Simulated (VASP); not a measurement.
Write the native input for VASP 6.6.1 that does the following.

```yaml
Task: single point
Functional: PBEsol
Potentials_or_basis: VASP PAW PBE potentials, release 64 (Si, O)
Cutoff: 520 eV
k_mesh: 7 × 7 × 7
Occupations: fermi-dirac, width 0.03 eV
Spin: no spin polarisation
Dipole_correction: no
Further_INCAR_settings: ALGO = Normal; EDIFF = 1e-06; NBANDS = 25
```

The structure of SiO2 lies in POSCAR:

```
SiO2
1.0
   -2.3740500000      2.3740500000      3.7814400000
    2.3740500000     -2.3740500000      3.7814400000
    2.3740500000      2.3740500000     -3.7814400000
Si O
2 4
Direct
    0.0000000000      0.0000000000      0.0000000000
    0.7500000000      0.2500000000      0.5000000000
    0.9983800000      0.6250000000      0.8733800000
    0.3750000000      0.2483800000      0.3733800000
    0.7516200000      0.1250000000      0.1266200000
    0.8750000000      0.0016200000      0.6266200000
```

This cell differs from its parent crystal: zz strain of +1 %.

The input as run:

INCAR

```
  ALGO = Normal
  EDIFF = 1E-6
  ENCUT = 520
  GGA = PS
  ISIF = 2
  ISMEAR = -1
  LASPH = True
  LCHARG = False
  LREAL = False
  LWAVE = False
  NBANDS = 25
  NELM = 80
  PREC = Accurate
  SIGMA = 0.03
```

KPOINTS

```
k-points
0
Gamma
  7 7 7
```

Potentials or basis: VASP PAW PBE potentials, release 64 (Si, O).

Command:

```console
$ cat potpaw_PBE.64/Si/POTCAR potpaw_PBE.64/O/POTCAR > POTCAR
$ mpirun -np 1 vasp_std > vasp.out
```

It gave:

| Property | Result |
| --- | --- |
| Pressure | -0.1 GPa |
| Largest force | 0.088 eV/Å |
| Band gap on the k mesh | 5.89 eV |

Caveat: the cell differs from its parent crystal (zz strain of +1 %); the PAW data sets were made with another functional, which shifts forces and pressure a little; an odd mesh through Γ misses points on the zone boundary, where band edges can lie.

It took 79 s on 1 thread of Intel(R) Xeon(R) 6975P-C (Granite Rapids) (shared host), peak memory 0.24 GiB.
